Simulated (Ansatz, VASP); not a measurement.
HfNbTe4: VASP beside Ansatz

```
Hf Nb Te
1.0
     4.51120    0.00000    0.00000
    -2.25560    3.90681    0.00000
     0.00000    0.00000   11.55470
Hf Nb Te
1 1 4
Cartesian
  0.0000 0.0000 5.7774
  0.0000 0.0000 0.0000
  2.2556 1.3023 8.2962
  2.2556 1.3023 2.3312
  0.0000 2.6045 9.2235
  0.0000 2.6045 3.2585
```

Change from the starting cell: species swapped into the SrCaSi4 type (P-3m1, No. 164).

Alike in both runs: task relaxation of cell and atoms; functional PBE; k mesh 6 × 6 × 2; occupations gaussian, width 0.1 eV; no spin polarisation.

|  | VASP | Ansatz |
| --- | --- | --- |
| version | VASP 6.6.1 | Ansatz 0.2.0 |
| potentials or method | VASP PAW PBE potentials, release 64 (Hf_pv, Nb_sv, Te), cutoff 600 eV | scalar-relativistic, plane waves, PAW |
| valence electrons in the cell | 47 | 103 |

|  | VASP | Ansatz | Ansatz less VASP |
| --- | --- | --- | --- |
| gap on the k mesh at the Fermi level, each at its own relaxed structure (eV) | none | none | - |
| relaxed volume (Å³/atom) | 24.40 | 30.24 | +5.833 |
| relaxed cell length with the largest relative difference (Å) | 6.410 | 14.271 | +7.8618 |

A gap of «none» marks a metal or a gap that the smearing closes. One of these differences is far larger than is usual between the two programs; its cause wasn't traced. VASP's potentials hold 47 valence electrons a cell and Ansatz's 103, so a difference there can come from the potentials and not from the codes.

Spin-orbit coupling is off throughout. Noted on VASP's run: the volume moved by over 15 % at a fixed basis, so the end points are rough.
